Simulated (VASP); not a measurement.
# Ge in VASP: a series of runs

The runs below take Ge through single point, with PBE+D3(BJ).

Everything below comes from runs of VASP 6.6.1. Logs are shortened: lines on timing, memory, paths and dates and some standing lists are left out, and cuts for length are marked.

## (1) The cell of the first run

The cell holds a slab with vacuum, 4 atoms: a = 4.023 Å, b = 4.023 Å, c = 18.869 Å, α = 90.00°, β = 90.00°, γ = 120.00°.

## (2) Single point, PBE+D3(BJ) (layers slid over each other)

INCAR

```
SYSTEM = Ge
  PREC = Accurate
  ENCUT = 520
  EDIFF = 1E-7
  ISMEAR = 0
  SIGMA = 0.1
  LREAL = .FALSE.
  LASPH = .TRUE.
  NELM = 80
  ALGO = Normal
  ISIF = 2
  LWAVE = .FALSE.
  LCHARG = .FALSE.
  LDIPOL = .TRUE.
  IDIPOL = 3
  DIPOL = 0.5 0.5 0.389
  GGA = PE
  IVDW = 12
  NBANDS = 36
```

KPOINTS

```
regular mesh
0
G
  9 9 1
  0 0 0
```

POSCAR

```
Ge
1.0
    4.0226895460      0.0000000000      0.0000000000
   -2.0113447730      3.4837513384      0.0000000000
    0.0000000000      0.0000000000     18.8685220369
Ge
4
Direct
    0.3333333333      0.6666666667      0.2747571330
    0.6666666667      0.3333333333      0.2384924474
    0.3333333333      0.6666666667      0.5389146016
    0.6666666667      0.3333333333      0.5026499161
```

Potentials or basis: VASP PAW PBE potentials, release 64 (Ge_d).

Started as:

```sh
> cat potpaw_PBE.64/Ge_d/POTCAR > POTCAR
> mpirun -np 1 vasp_std > vasp.out
```

OUTCAR:

```text
SYSTEM = Ge
   PREC = Accurate
   ENCUT = 520
   EDIFF = 1E-7
   ISMEAR = 0
   LREAL = .FALSE.
   LASPH = .TRUE.
   NELM = 80
   ISIF = 2
   GGA = PE
   IVDW = 12
 IVDW          = 12

 ion  position               nearest neighbor table
   1  0.333  0.667  0.275-   2 2.42   2 2.42   2 2.42
   2  0.667  0.333  0.238-   1 2.42   1 2.42   1 2.42
   3  0.333  0.667  0.539-   4 2.42   4 2.42   4 2.42
   4  0.667  0.333  0.503-   3 2.42   3 2.42   3 2.42

  LATTYP: Found a hexagonal cell.
 ALAT       =     4.0226895460
 C/A-ratio  =     4.6905240440

  Lattice vectors:

 A1 = (   4.0226895460,   0.0000000000,   0.0000000000)
 A2 = (  -2.0113447730,   3.4837513384,   0.0000000000)
 A3 = (   0.0000000000,   0.0000000000,  18.8685220369)

Analysis of symmetry for initial positions (statically):
=====================================================================
 Subroutine PRICEL returns:
 Original cell was already a primitive cell.

 Routine SETGRP: Setting up the symmetry group for a
 hexagonal supercell.

 Subroutine GETGRP returns: Found 12 space group operations
 (whereof  6 operations were pure point group operations)
 out of a pool of 24 trial point group operations.

The static configuration has the point symmetry C_3v.
 The point group associated with its full space group is D_3d.

Analysis of symmetry for dynamics (positions and initial velocities):
=====================================================================
 Subroutine PRICEL returns:
 Original cell was already a primitive cell.

 Routine SETGRP: Setting up the symmetry group for a
 hexagonal supercell.

 Subroutine GETGRP returns: Found 12 space group operations
 (whereof  6 operations were pure point group operations)
 out of a pool of 24 trial point group operations.

The dynamic configuration has the point symmetry C_3v.
 The point group associated with its full space group is D_3d.

 Subroutine INISYM returns: Found 12 space group operations
 (whereof  6 operations are pure point group operations),
 and found     1 'primitive' translations

----------------------------------------------------------------------------------------

                                     Primitive cell

  volume of cell :     264.4244

  direct lattice vectors                    reciprocal lattice vectors
     4.022689546  0.000000000  0.000000000     0.248589902  0.143523447  0.000000000
    -2.011344773  3.483751338  0.000000000     0.000000000  0.287046894  0.000000000
     0.000000000  0.000000000 18.868522037     0.000000000  0.000000000  0.052998322

  length of vectors
     4.022689546  4.022689546 18.868522037     0.287046894  0.287046894  0.052998322

  position of ions in fractional coordinates (direct lattice)
     0.333333333  0.666666667  0.274757133
     0.666666667  0.333333333  0.238492447
     0.333333333  0.666666667  0.538914602
     0.666666667  0.333333333  0.502649916

  ion indices of the primitive-cell ions
   primitive index   ion index
                 1           1
                 2           2
                 3           3
                 4           4

----------------------------------------------------------------------------------------

 KPOINTS: regular mesh

Automatic generation of k-mesh.
 Grid dimensions read from file:
 generate k-points for:    9    9    1

 Generating k-lattice:

  Cartesian coordinates                     Fractional coordinates (reciprocal lattice)
     0.027621100  0.015947050  0.000000000     0.111111111  0.000000000  0.000000000
     0.000000000  0.031894099  0.000000000     0.000000000  0.111111111  0.000000000
     0.000000000  0.000000000  0.052998322     0.000000000  0.000000000  1.000000000

  Length of vectors
     0.031894099  0.031894099  0.052998322

  Shift w.r.t. Gamma in fractional coordinates (k-lattice)
     0.000000000  0.000000000  0.000000000

 Subroutine IBZKPT returns following result:
 ===========================================

 Found     12 irreducible k-points:

 Following reciprocal coordinates:
            Coordinates               Weight
  0.000000  0.000000  0.000000      1.000000
  0.111111  0.000000  0.000000      6.000000
  0.222222  0.000000  0.000000      6.000000
  0.333333  0.000000  0.000000      6.000000
  0.444444  0.000000  0.000000      6.000000
  0.111111  0.111111  0.000000      6.000000
  0.222222  0.111111  0.000000     12.000000
  0.333333  0.111111  0.000000     12.000000
  0.444444  0.111111  0.000000      6.000000
  0.222222  0.222222  0.000000      6.000000
  0.333333  0.222222  0.000000     12.000000
  0.333333  0.333333  0.000000      2.000000
   k-points           NKPTS =     12   k-points in BZ     NKDIM =     12   number of bands    NBANDS=     36
   number of dos      NEDOS =    301   number of ions     NIONS =      4
   total plane-waves  NPLWV = 126000
   dimension x,y,z NGX =    30 NGY =   30 NGZ =  140
   dimension x,y,z NGXF=    60 NGYF=   60 NGZF=  280
   ions per type =               4
   NGX,Y,Z   is equivalent  to a cutoff of  12.40, 12.40, 12.34 a.u.
   NGXF,Y,Z  is equivalent  to a cutoff of  24.80, 24.80, 24.67 a.u.
 SYSTEM =  Ge
   PREC   = accura    normal or accurate (medium, high low for compatibility)
   ISTART =      0    job   : 0-new  1-cont  2-samecut
   ICHARG =      2    charge: 1-file 2-atom 10-const
   ISPIN  =      1    spin polarized calculation?
   LNONCOLLINEAR =      F non collinear calculations
   LSORBIT =      F    spin-orbit coupling
   LASPH  =      T    aspherical Exc in radial PAW
   ENCUT  =  520.0 eV  38.22 Ry    6.18 a.u.   7.48  7.48 35.08*2*pi/ulx,y,z
   NELM   =     80;   NELMIN=  2; NELMDL= -5     # of ELM steps
   EDIFF  = 0.1E-06   stopping-criterion for ELM
   LREAL  =      F    real-space projection
   EDIFFG = 0.1E-05   stopping-criterion for IOM
   NSW    =      0    number of steps for IOM
   IBRION =     -1    ionic relax: 0-MD 1-quasi-New 2-CG
   NFREE  =      0    steps in history (QN), initial steepest desc. (CG)
   ISIF   =      2    stress and relaxation
   ISYM   =      2    0-nonsym 1-usesym 2-fastsym
   POTIM  = 0.5000    time-step for ionic-motion
   TEBEG  =    0.0;   TEEND  =   0.0 temperature during run
   PSTRESS=    0.0 pullay stress
   NELECT =      56.0000    total number of electrons
   NUPDOWN=      -1.0000    fix difference up-down
   EMIN   =  10.00;   EMAX   =-10.00  energy-range for DOS
   EFERMI =   0.00;   METHOD = LEGACY
   ISMEAR =     0;   SIGMA  =   0.10  broadening in eV -4-tet -1-fermi 0-gaus
   EFERMI_NEDOS =   21; number of points for ismear=-14 and -15
   IALGO  =     38    algorithm
   IMIX   =      4    mixing-type and parameters
     AMIX     =   0.40;   BMIX     =  1.00
     AMIX_MAG =   1.60;   BMIX_MAG =  1.00
  volume/ion in A,a.u.               =      66.11       446.11
  Fermi-wavevector in a.u.,A,eV,Ry     =   0.975821  1.844035 12.955840  0.952227
  Thomas-Fermi vector in A             =   2.106391
   LORBIT       =      0    0 simple, 1 ext, 2 COOP (PROOUT), +10 PAW based schemes
   GGA     = PE    functional components
   LHFCALC =     F    Hartree Fock is set to
   AEXX    =    0.0000 exact exchange contribution
   IVDW    =    12    specifies the selected vdW correction
   LEPSILON=     F    determine dielectric tensor
   LRPA    =     F    only Hartree local field effects (RPA)
 non-spin polarized calculation
 Gauss-broadening in eV      SIGMA  =   0.10
  energy-cutoff  :      520.00
  volume of cell :      264.42
 maximum number of plane-waves:      7165
 NGX is ok and might be reduce to    30
   NGX = 15   NGY = 15   NGZ = 71

 dipolmoment           0.000000      0.000000     -0.000004 electrons x Angstroem

 number of electron      56.0000007 magnetization

 dipolmoment           0.000000      0.000000      0.000001 electrons x Angstroem

 Free energy of the ion-electron system (eV)
  ---------------------------------------------------
  ext. energy  EPLUGINS =         0.00000000
  ---------------------------------------------------
  free energy    TOTEN  =       -16.16722755 eV

  energy without entropy =      -16.16714693  energy(sigma->0) =      -16.16718724

 E-fermi :  -1.3440     XC(G=0):  -4.4586

 val. band max:       -1.5497711601   @ k =   0.3333   0.3333   0.0000
 cond. band min:      -1.1381501119   @ k =   0.3333   0.3333   0.0000
 fundamental gap:      0.4116210482
 Fermi energy:        -1.3439605405

 k-point     1 :       0.0000    0.0000    0.0000
  band No.  band energies     occupation
      1     -25.8472      2.00000
      2     -25.8472      2.00000
      3     -25.8471      2.00000
      4     -25.8471      2.00000
      5     -25.7968      2.00000
      6     -25.7968      2.00000
[... 28 lines left out ...]
     35       2.5901      0.00000
     36       2.5901      0.00000

 k-point     2 :       0.1111    0.0000    0.0000
  band No.  band energies     occupation
      1     -25.8537      2.00000
      2     -25.8536      2.00000
      3     -25.8518      2.00000
      4     -25.8518      2.00000
      5     -25.8091      2.00000
      6     -25.8090      2.00000
[... 28 lines left out ...]
     35       3.0560      0.00000
     36       3.1088      0.00000

 k-point     3 :       0.2222    0.0000    0.0000
  band No.  band energies     occupation
      1     -25.8633      2.00000
      2     -25.8633      2.00000
      3     -25.8597      2.00000
      4     -25.8597      2.00000
      5     -25.8218      2.00000
      6     -25.8217      2.00000
[... 28 lines left out ...]
     35       3.6815      0.00000
     36       4.1330      0.00000
[... 274 lines left out ...]
 k-point    11 :       0.3333    0.2222    0.0000
  band No.  band energies     occupation
      1     -25.8861      2.00000
      2     -25.8861      2.00000
      3     -25.8570      2.00000
      4     -25.8569      2.00000
      5     -25.8494      2.00000
      6     -25.8493      2.00000
[... 28 lines left out ...]
     35       4.3093      0.00000
     36       5.1993      0.00000

 k-point    12 :       0.3333    0.3333    0.0000
  band No.  band energies     occupation
      1     -25.8909      2.00000
      2     -25.8909      2.00000
      3     -25.8544      2.00000
      4     -25.8544      2.00000
      5     -25.8526      2.00000
      6     -25.8526      2.00000
[... 28 lines left out ...]
     35       5.0396      0.00000
     36       5.0396      0.00000

------------------------ aborting loop because EDIFF is reached ----------------------------------------

 vacuum level on the upper side and lower side of the slab       (xc-potential included)        -0.091        -0.087

 Edisp (eV)   -0.75585

 E8    (eV) :    -0.3457

  FORCE on cell =-STRESS in cart. coord.  units (eV):
  Direction    XX          YY          ZZ          XY          YZ          ZX
  --------------------------------------------------------------------------------------
  -------------------------------------------------------------------------------------
  Total      -0.19652    -0.19652    -0.53695     0.00000    -0.00000     0.00000
  in kB      -1.19074    -1.19074    -3.25341     0.00000    -0.00000     0.00000
  external pressure =       -1.88 kB  Pullay stress =        0.00 kB

 VOLUME and BASIS-vectors are now :
 -----------------------------------------------------------------------------
  energy-cutoff  :      520.00
  volume of cell :      264.42
      direct lattice vectors                 reciprocal lattice vectors
     4.022689546  0.000000000  0.000000000     0.248589902  0.143523447  0.000000000
    -2.011344773  3.483751338  0.000000000     0.000000000  0.287046894  0.000000000
     0.000000000  0.000000000 18.868522037     0.000000000  0.000000000  0.052998322

 POSITION                                       TOTAL-FORCE (eV/Angst)
 -----------------------------------------------------------------------------------
     -0.00000      2.32250      5.18426         0.000000     -0.000000      0.093579
      2.01134      1.16125      4.50000        -0.000000     -0.000000      0.017148
     -0.00000      2.32250     10.16852         0.000000      0.000000     -0.017148
      2.01134      1.16125      9.48426        -0.000000      0.000000     -0.093579
 -----------------------------------------------------------------------------------
    total drift:                               -0.000001     -0.000001      0.000933

  FREE ENERGIE OF THE ION-ELECTRON SYSTEM (eV)
  ---------------------------------------------------
  free  energy   TOTEN  =       -16.9230806469 eV

  energy  without entropy=      -16.9230000272  energy(sigma->0) =      -16.92304034

 vacuum level on the upper side and lower side of the slab         3.056         3.062
```

Wall time 92 s (1 thread of Intel Xeon 6975P-C (Granite Rapids), shared host); peak memory 0.38 GiB.

Results:

* Free energy: -16.9231 eV
* Largest force: 0.094 eV/Å
* Band gap on the k mesh: 0.41 eV
* Dispersion energy per atom: -0.189 eV

Forces in eV/Å, atoms in the order of the input:
```
Ge   0.000  0.000  0.094
Ge   0.000  0.000  0.017
Ge   0.000  0.000 -0.017
Ge   0.000  0.000 -0.094
```

Caveat: the cell differs from its parent crystal (layers slid over each other).

## (3) Single point, PBE+D3(BJ) (layers slid over each other)

INCAR

```
SYSTEM = Ge
PREC = Accurate
ENCUT = 520
EDIFF = 1E-6
ISMEAR = 0
SIGMA = 0.1
LREAL = .FALSE.
LASPH = .TRUE.
NELM = 100
ALGO = Normal
ISIF = 2
LWAVE = .FALSE.
LCHARG = .TRUE.
LDIPOL = .TRUE.
IDIPOL = 3
DIPOL = 0.5 0.5 0.415
GGA = PE
IVDW = 12
LELF = .TRUE.
LVHAR = .TRUE.
LVACPOTAV = .TRUE.
NBANDS = 36
```

KPOINTS

```
Automatic mesh
0
G
  9 9 1
  0 0 0
```

POSCAR, as its differences from that of step 2:

```diff
@@ -10,3 +10,3 @@
     0.6666666667      0.3333333333      0.2384924474
-    0.3333333333      0.6666666667      0.5389146016
-    0.6666666667      0.3333333333      0.5026499161
+    0.3333333333      0.6666666667      0.5919129233
+    0.6666666667      0.3333333333      0.5556482377
```

Potentials or basis: VASP PAW PBE potentials, release 64 (Ge_d).

Started as:

```sh
> cat potpaw_PBE.64/Ge_d/POTCAR > POTCAR
> mpirun -np 1 vasp_std > vasp.out
```

Wall time 91 s (1 thread of Intel Xeon 6975P-C (Granite Rapids), shared host); peak memory 0.38 GiB.

It converged, with:

- Free energy: -16.8394 eV
- Largest force: 0.043 eV/Å
- Band gap on the k mesh: 0.11 eV
- Dispersion energy per atom: -0.172 eV

Forces on the atoms (eV/Å):
```
Ge   0.000  0.000  0.043
Ge   0.000  0.000  0.011
Ge   0.000  0.000 -0.011
Ge   0.000  0.000 -0.043
```

Levels at points of the mesh, in eV from the valence-band top:
| k point | band 24 | band 25 | band 26 | band 27 | band 28 | band 29 | band 30 | band 31 | band 32 | band 33 |
| --- | --- | --- | --- | --- | --- | --- | --- | --- | --- | --- |
| (0.00, 0.00, 0.00) | -3.41 | -0.39 | -0.39 | -0.39 | -0.39 | 0.61 | 0.66 | 2.08 | 2.83 | 3.96 |

Caveat: the cell differs from its parent crystal (layers slid over each other).
